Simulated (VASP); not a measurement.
Input of a VASP 6.6.1 run:

The input INCAR:

```
  ALGO = Normal
  EDIFF = 1E-6
  ENCUT = 520
  GGA = PE
  ISIF = 2
  ISMEAR = -1
  LASPH = T
  LCHARG = T
  LELF = T
  LREAL = Auto
  LVHAR = T
  LWAVE = F
  NBANDS = 39
  NELM = 60
  PREC = Accurate
  SIGMA = 0.02
```

The input KPOINTS:

```
k-points
0
Gamma
  1 1 1
```

POSCAR

```
H11C2NO4
1.0
    5.9154820000      0.0000000000      0.0000000000
    0.0000000000      5.9154820000      0.0000000000
    0.0000000000      0.0000000000      5.9154820000
O H C N
4 11 2 1
Direct
    0.9358493526      0.0673656010      0.6930119980
    0.6453235763      0.7282923015      0.5951501501
    0.3517887469      1.0363990627      0.8298055847
    0.6187154318      1.1450630735      0.2386111563
    1.0911536879      0.0702901302      0.7389254164
    0.8501082414      0.1464800332      0.8112441218
    0.7387056541      0.8623642165      0.5812036957
    0.5593627028      0.7142782279      0.4569534655
    0.4219436387      1.0785596170      0.9686446514
    0.4515439317      0.9124869284      0.7638768912
    0.7602761702      1.1751197958      0.3118427205
    0.5204478688      1.2492304093      0.3287813233
    0.9143126460      0.8392891737      1.0986763209
    0.9339053014      0.6189013845      0.9121319277
    0.8001038630      0.5610531821      1.1779598011
    0.9308455338      0.6558721673      1.0865893937
    1.1391633006      0.5970265821      1.1991415070
    1.2926081087      0.5190109614      1.2953635900
```

Potentials or basis: VASP PAW PBE potentials, release 64 (O, H, C, N).

The run is started by

```bash
$ cat potpaw_PBE.64/O/POTCAR potpaw_PBE.64/H/POTCAR potpaw_PBE.64/C/POTCAR potpaw_PBE.64/N/POTCAR > POTCAR
$ mpirun -np 1 vasp_gam > vasp.out
```

Estimate the band gap on the k mesh.

4.96 eV.

Estimate the largest force.

2.319 eV/Å.

Forces in eV/Å, atoms in the order of the input:
```
O   -2.220  0.545 -0.389
O   -0.420 -0.411  0.588
O    0.507 -1.268 -1.169
O   -0.995  0.663  0.424
H    1.585 -0.061  0.483
H    0.288 -0.151 -0.453
H    0.704  0.456  0.011
H   -0.368 -0.118 -0.316
H    0.568  0.330  0.996
H   -0.706  0.646  0.325
H    0.990 -0.193  0.352
H   -0.009 -0.403 -0.743
H   -0.498  0.115  0.145
H    0.035 -0.558 -1.477
H   -0.549  0.241 -0.161
C    0.839  0.652  1.544
C    0.078 -0.788 -0.200
N    0.172  0.302  0.039
```

Caveat: the k points lie up to 1.06 Å⁻¹ apart.
